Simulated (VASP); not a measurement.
# Si (Im-3m) in VASP: a series of runs, part 2 of 2

VASP 6.6.1.

## Step 4: Single point, PBE (volume scaled by 0.55)

The input, INCAR:

```
ALGO     = Normal         # electronic algorithm
EDIFF    = 1E-6           # SCF threshold, eV
ENCUT    = 520            # plane-wave cutoff, eV
GGA      = PE             # functional
ISIF     = 2              # what is computed and relaxed
ISMEAR   = -1             # smearing method
LASPH    = True           # aspherical terms in the spheres
LCHARG   = False          # write CHGCAR
LREAL    = False          # projectors in reciprocal space
LWAVE    = False          # write WAVECAR
NBANDS   = 8              # bands
NELM     = 60             # most SCF steps
PREC     = Accurate       # precision mode
SIGMA    = 0.05           # smearing width, eV
```

The input, KPOINTS:

```
k-points
0
Gamma
  17 17 17
```

The input, POSCAR:

```
Si
1.0
   -1.2627199208      1.2627199208      1.2627199208
    1.2627199208     -1.2627199208      1.2627199208
    1.2627199208      1.2627199208     -1.2627199208
Si
1
Direct
    0.0000000000      0.0000000000      0.0000000000
```

Potentials or basis: VASP PAW PBE potentials, release 64 (Si).

Command:

```
$ cat potpaw_PBE.64/Si/POTCAR > POTCAR
$ mpirun -np 1 vasp_std > vasp.out
```

OUTCAR:

```text
EDIFF = 1E-6
   ENCUT = 520
   GGA = PE
   ISIF = 2
   ISMEAR = -1
   LASPH = True
   LREAL = False
   NELM = 60
   PREC = Accurate

 ion  position               nearest neighbor table
   1  0.000  0.000  0.000-

  LATTYP: Found a body centered cubic cell.
 ALAT       =     2.5254398416

  Lattice vectors:

 A1 = (  -1.2627199208,   1.2627199208,   1.2627199208)
 A2 = (   1.2627199208,  -1.2627199208,   1.2627199208)
 A3 = (   1.2627199208,   1.2627199208,  -1.2627199208)

Analysis of symmetry for initial positions (statically):
=====================================================================
 Subroutine PRICEL returns:
 Original cell was already a primitive cell.

 Routine SETGRP: Setting up the symmetry group for a
 body centered cubic supercell.

 Subroutine GETGRP returns: Found 48 space group operations
 (whereof 48 operations were pure point group operations)
 out of a pool of 48 trial point group operations.

The static configuration has the point symmetry O_h .

Analysis of symmetry for dynamics (positions and initial velocities):
=====================================================================
 Subroutine PRICEL returns:
 Original cell was already a primitive cell.

 Routine SETGRP: Setting up the symmetry group for a
 body centered cubic supercell.

 Subroutine GETGRP returns: Found 48 space group operations
 (whereof 48 operations were pure point group operations)
 out of a pool of 48 trial point group operations.

The dynamic configuration has the point symmetry O_h .

 Subroutine INISYM returns: Found 48 space group operations
 (whereof 48 operations are pure point group operations),
 and found     1 'primitive' translations

----------------------------------------------------------------------------------------

                                     Primitive cell

  volume of cell :       8.0534

  direct lattice vectors                    reciprocal lattice vectors
    -1.262719921  1.262719921  1.262719921     0.000000000  0.395970628  0.395970628
     1.262719921 -1.262719921  1.262719921     0.395970628  0.000000000  0.395970628
     1.262719921  1.262719921 -1.262719921     0.395970628  0.395970628  0.000000000

  length of vectors
     2.187095059  2.187095059  2.187095059     0.559987032  0.559987032  0.559987032

  position of ions in fractional coordinates (direct lattice)
     0.000000000  0.000000000  0.000000000

  ion indices of the primitive-cell ions
   primitive index   ion index
                 1           1

----------------------------------------------------------------------------------------

 KPOINTS: k-points

Automatic generation of k-mesh.
 Grid dimensions read from file:
 generate k-points for:   17   17   17

 Generating k-lattice:

  Cartesian coordinates                     Fractional coordinates (reciprocal lattice)
     0.000000000  0.023292390  0.023292390     0.058823529  0.000000000  0.000000000
     0.023292390  0.000000000  0.023292390     0.000000000  0.058823529  0.000000000
     0.023292390  0.023292390  0.000000000     0.000000000  0.000000000  0.058823529

  Length of vectors
     0.032940414  0.032940414  0.032940414

  Shift w.r.t. Gamma in fractional coordinates (k-lattice)
     0.000000000  0.000000000  0.000000000

 Subroutine IBZKPT returns following result:
 ===========================================

 Found    165 irreducible k-points:

 Following reciprocal coordinates:
            Coordinates               Weight
  0.000000  0.000000  0.000000      1.000000
  0.058824  0.000000  0.000000     12.000000
  0.117647  0.000000  0.000000     12.000000
  0.176471  0.000000  0.000000     12.000000
  0.235294  0.000000  0.000000     12.000000
  0.294118  0.000000  0.000000     12.000000
[... 16 lines left out ...]
  0.411765  0.117647  0.000000     48.000000
  0.176471  0.176471  0.000000     24.000000
 [... further k-points ...]
   k-points           NKPTS =    165   k-points in BZ     NKDIM =    165   number of bands    NBANDS=      8
   number of dos      NEDOS =    301   number of ions     NIONS =      1
   total plane-waves  NPLWV =   4096
   dimension x,y,z NGX =    16 NGY =   16 NGZ =   16
   dimension x,y,z NGXF=    32 NGYF=   32 NGZF=   32
   ions per type =               1
   NGX,Y,Z   is equivalent  to a cutoff of  12.16, 12.16, 12.16 a.u.
   NGXF,Y,Z  is equivalent  to a cutoff of  24.32, 24.32, 24.32 a.u.
 SYSTEM =  unknown system
   PREC   = accura    normal or accurate (medium, high low for compatibility)
   ISTART =      0    job   : 0-new  1-cont  2-samecut
   ICHARG =      2    charge: 1-file 2-atom 10-const
   ISPIN  =      1    spin polarized calculation?
   LNONCOLLINEAR =      F non collinear calculations
   LSORBIT =      F    spin-orbit coupling
   LASPH  =      T    aspherical Exc in radial PAW
   ENCUT  =  520.0 eV  38.22 Ry    6.18 a.u.   4.07  4.07  4.07*2*pi/ulx,y,z
   NELM   =     60;   NELMIN=  2; NELMDL= -5     # of ELM steps
   EDIFF  = 0.1E-05   stopping-criterion for ELM
   LREAL  =      F    real-space projection
   EDIFFG = 0.1E-04   stopping-criterion for IOM
   NSW    =      0    number of steps for IOM
   IBRION =     -1    ionic relax: 0-MD 1-quasi-New 2-CG
   NFREE  =      0    steps in history (QN), initial steepest desc. (CG)
   ISIF   =      2    stress and relaxation
   ISYM   =      2    0-nonsym 1-usesym 2-fastsym
   POTIM  = 0.5000    time-step for ionic-motion
   TEBEG  =    0.0;   TEEND  =   0.0 temperature during run
   PSTRESS=    0.0 pullay stress
   NELECT =       4.0000    total number of electrons
   NUPDOWN=      -1.0000    fix difference up-down
   EMIN   =  10.00;   EMAX   =-10.00  energy-range for DOS
   EFERMI =   0.00;   METHOD = LEGACY
   ISMEAR =    -1;   SIGMA  =   0.05  broadening in eV -4-tet -1-fermi 0-gaus
   EFERMI_NEDOS =   21; number of points for ismear=-14 and -15
   IALGO  =     38    algorithm
   IMIX   =      4    mixing-type and parameters
     AMIX     =   0.40;   BMIX     =  1.00
     AMIX_MAG =   1.60;   BMIX_MAG =  1.00
  volume/ion in A,a.u.               =       8.05        54.35
  Fermi-wavevector in a.u.,A,eV,Ry     =   1.296486  2.450003 22.869702  1.680876
  Thomas-Fermi vector in A             =   2.427939
   LORBIT       =      0    0 simple, 1 ext, 2 COOP (PROOUT), +10 PAW based schemes
   GGA     = PE    functional components
   LHFCALC =     F    Hartree Fock is set to
   AEXX    =    0.0000 exact exchange contribution
   IVDW    =     0    specifies the selected vdW correction
   LEPSILON=     F    determine dielectric tensor
   LRPA    =     F    only Hartree local field effects (RPA)
 non-spin polarized calculation
  energy-cutoff  :      520.00
  volume of cell :        8.05
 maximum number of plane-waves:       236
   NGX =  9   NGY =  9   NGZ =  9

 number of electron       4.0000001 magnetization

 Free energy of the ion-electron system (eV)
  ---------------------------------------------------
  ext. energy  EPLUGINS =         0.00000000
  ---------------------------------------------------
  free energy    TOTEN  =        -2.52757514 eV

  energy without entropy =       -2.52651119  energy(sigma->0) =       -2.52704317

 E-fermi :  19.8340     XC(G=0): -13.7386

 val. band max:       19.6689530630   @ k =  -0.4706   0.4706   0.4118
 cond. band min:      19.9224762439   @ k =  -0.4118   0.4118   0.4118
 fundamental gap:      0.2535231809
 Fermi energy:        19.8340284622

 k-point     1 :       0.0000    0.0000    0.0000
  band No.  band energies     occupation
      1      -1.0544      2.00000
      2      35.3713      0.00000
      3      35.3713      0.00000
      4      35.3713      0.00000
      5      40.6236      0.00000
      6      40.6236      0.00000
      7      41.6846      0.00000
      8      41.6846      0.00000

 k-point     2 :       0.0588    0.0000    0.0000
  band No.  band energies     occupation
      1      -0.8978      2.00000
      2      34.0671      0.00000
      3      34.7601      0.00000
      4      34.9354      0.00000
      5      39.2957      0.00000
      6      39.3973      0.00000
      7      41.9102      0.00000
      8      42.2819      0.00000
[... 221 lines left out ...]
 k-point    23 :       0.4118    0.1176    0.0000
  band No.  band energies     occupation
      1       8.8296      2.00000
      2      11.9057      2.00000
      3      23.6564      0.00000
      4      29.2024      0.00000
      5      34.3203      0.00000
      6      39.0154      0.00000
      7      45.2020      0.00000
      8      49.1540      0.00000

 k-point    24 :       0.1765    0.1765    0.0000
  band No.  band energies     occupation
      1       3.1031      2.00000
      2      21.8953      0.00000
      3      23.8367      0.00000
      4      30.5092      0.00000
      5      36.7042      0.00000
      6      39.0975      0.00000
      7      44.4674      0.00000
      8      45.3824      0.00000

 [... further k-points ...]
[... 5 lines left out ...]
  --------------------------------------------------------------------------------------
  -------------------------------------------------------------------------------------
  Total        9.7152616      9.7152616      9.7152616      0.0000000      0.0000000      0.0000000
  in kB     1932.7869945   1932.7869945   1932.7869945      0.0000000      0.0000000      0.0000000
  external PRESSURE =    1932.7869945 kB  Pullay stress =       0.0000000 kB

 VOLUME and BASIS-vectors are now :
 -----------------------------------------------------------------------------
  energy-cutoff  :      520.00
  volume of cell :        8.05
      direct lattice vectors                 reciprocal lattice vectors
    -1.262719921  1.262719921  1.262719921     0.000000000  0.395970628  0.395970628
     1.262719921 -1.262719921  1.262719921     0.395970628  0.000000000  0.395970628
     1.262719921  1.262719921 -1.262719921     0.395970628  0.395970628  0.000000000

 POSITION                                       TOTAL-FORCE (eV/Angst)
 -----------------------------------------------------------------------------------
      0.00000      0.00000      0.00000         0.000000      0.000000     -0.000000
 -----------------------------------------------------------------------------------
    total drift:                                0.000000      0.000000      0.000000

  FREE ENERGIE OF THE ION-ELECTRON SYSTEM (eV)
  ---------------------------------------------------
  free  energy   TOTEN  =        -2.5275751363 eV

  energy  without entropy=       -2.5265111942  energy(sigma->0) =       -2.52704317
```

Run time: 3.5 s. Hardware: 1 thread of Intel Xeon 6975P-C, shared host; peak memory 0.11 GiB.

What came out:

```
Free energy            : -2.5276 eV
Pressure               : 193.3 GPa
Band gap on the k mesh : zero (band 2 reaches 35.37 eV, above the bottom of band 3 at 14.74 eV)
```

Levels at points of the mesh, in eV from the Fermi level:
```csv
k point,band 1,band 2,band 3,band 4,band 5,band 6,band 7
"(0.00, 0.00, 0.00)",-20.89,15.54,15.54,15.54,20.79,20.79,21.85
```
